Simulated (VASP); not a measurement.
The system is RbCdI3.

```xyz
5
Lattice="5.9509 0.0000 0.0000 0.0000 5.9509 0.0000 0.0000 0.0000 5.9509" Properties=species:S:1:pos:R:3 pbc="T T T"
Rb    0.0000    0.0000    0.0000
Cd    2.9755    2.9755    2.9755
I     2.9755    2.9755    0.0000
I     2.9755    0.0000    2.9755
I     0.0000    2.9755    2.9755
```

Base run:

```yaml
Program: VASP 6.6.1
Functional: r2SCAN
Potentials_or_basis: VASP PAW PBE potentials, release 64 (Rb_sv, Cd, I)
Cutoff: 520 eV
k_mesh: 4 × 4 × 4
Occupations: fermi-dirac, width 0.02 eV
Spin: no spin polarisation
```

Its results: band gap on the k mesh 0.16 eV (least direct gap 0.64 eV); pressure 0.1 GPa.

Question: The run is repeated on the same cell with these changes: functional from r2SCAN to PBE. What comes out?

Answer: Band gap on the k mesh zero (bands 21 and 22 overlap by 0.27 eV); pressure 0.7 GPa.

Caveats: semilocal functionals underestimate gaps, and a narrow one can read as zero; spin-orbit coupling is left out, which moves the levels of the heavy elements; the PAW data sets were made with another functional, which shifts forces and pressure a little (at least some runs).

A k mesh can miss the band edges.
